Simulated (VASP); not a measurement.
## FH: single point with PBE+D3(BJ)

FH, in a box:

```xyz
2
Lattice="8.1559 0.0000 0.0000 0.0000 8.1559 0.0000 0.0000 0.0000 24.1169" Properties=species:S:1:pos:R:3 pbc="T T T"
F    -2.0263    0.8787   15.6230
H    -2.0256    1.7686   15.1716
```

```yaml
Program: VASP 6.6.1
Task: single point
Functional: PBE
Dispersion: D3(BJ)
Potentials_or_basis: VASP PAW PBE potentials, release 64 (F, H)
Cutoff: 520 eV
k_mesh: 3 × 3 × 1
Occupations: gaussian, width 0.1 eV
Spin: no spin polarisation
```

| Quantity | Value |
| --- | --- |
| Largest force | 2.690 eV/Å |
| Gap between the frontier levels | 8.00 eV, direct |
| Dispersion energy per atom | -0.002 eV |

Forces on the atoms (eV/Å):
```
F    0.002  2.389 -1.236
H   -0.002 -2.389  1.236
```

Levels at points of the mesh, in eV from the valence-band top:
| k point | band 2 | band 3 | band 4 | band 5 | band 6 | band 7 |
| --- | --- | --- | --- | --- | --- | --- |
| (0.00, 0.00, 0.00) | -3.59 | 0.00 | 0.00 | 8.00 | 9.36 | 9.69 |

Wall time 120 s on 1 thread of AMD EPYC 9R45 96-Core Processor (Zen 5), on a shared host, peak memory 1.2 GiB.
